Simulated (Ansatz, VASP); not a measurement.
## Al2Cu in VASP and in Ansatz

The input POSCAR:

```
Al2Cu
1.0
    4.1051820000      0.0000000000      0.0000000000
    0.0000000000      4.1051820000      0.0000000000
    0.0000000000      0.0000000000      2.8913130000
Al Cu
2 1
Direct
    0.5000000000      0.0000000000      0.5000000000
    0.0000000000      0.5000000000      0.5000000000
    0.0000000000      0.0000000000      0.0000000000
```

The input INCAR.step1:

```
ALGO = Normal
EDIFF = 1E-4
ENCUT = 520
GGA = PE
ISMEAR = 0
LASPH = T
LCHARG = F
LREAL = F
LWAVE = T
NBANDS = 16
NELM = 60
PREC = Accurate
SIGMA = 0.1
```

File INCAR.step2:

```
ALGO = Normal
EDIFF = 1E-7
ENCUT = 520
ISIF = 2
ISMEAR = 0
ISTART = 1
LASPH = T
LCHARG = F
LMIXTAU = T
LREAL = F
LWAVE = F
METAGGA = R2SCAN
NBANDS = 16
NELM = 60
PREC = Accurate
SIGMA = 0.1
```

The input KPOINTS:

```
k-points
0
Gamma
  8 8 10
```

Input for Ansatz:

```yaml
crystal:
  lattice:
    - [4.105182, 0.0, 0.0]
    - [0.0, 4.105182, 0.0]
    - [0.0, 0.0, 2.891313]
  atoms:
    - { symbol: Al, position: [0.5, 0.0, 0.5] }
    - { symbol: Al, position: [0.0, 0.5, 0.5] }
    - { symbol: Cu, position: [0.0, 0.0, 0.0] }
basis:
  ecutwfc: 500
kpoints:
  mp_grid: { grid: [8, 8, 10] }
hamiltonian:
  xc: r2scan
scf:
  occupations: { method: gaussian, width: 0.1 }
output:
  forces: true
  stress: true
  eigenvalues: true
```

Alike in both runs: task single point; functional r2SCAN; k mesh 8 × 8 × 10; occupations gaussian, width 0.1 eV; no spin polarisation.

|  | VASP | Ansatz |
| --- | --- | --- |
| version | VASP 6.6.1 | Ansatz 0.2.0 |
| potentials or method | VASP PAW PBE potentials, release 64 (Al, Cu), cutoff 520 eV | scalar-relativistic, plane waves, PAW |
| valence electrons in the cell | 17 | 25 |

VASP gave:

- gap on the k mesh at the Fermi level (eV): none
- pressure (GPa): -2.2
- traceless stress, the component that is largest in VASP (GPa): 0.33

Task: Which values does Ansatz return?

Result: gap on the k mesh at the Fermi level (eV): none; pressure (GPa): -2.1; traceless stress, the component that is largest in VASP (GPa): 0.29.

VASP's potentials were made for PBE, not for r2SCAN. A gap of «none» marks a metal or a gap that the smearing closes. VASP's potentials hold 17 valence electrons a cell and Ansatz's 25, so a difference there can come from the potentials and not from the codes.
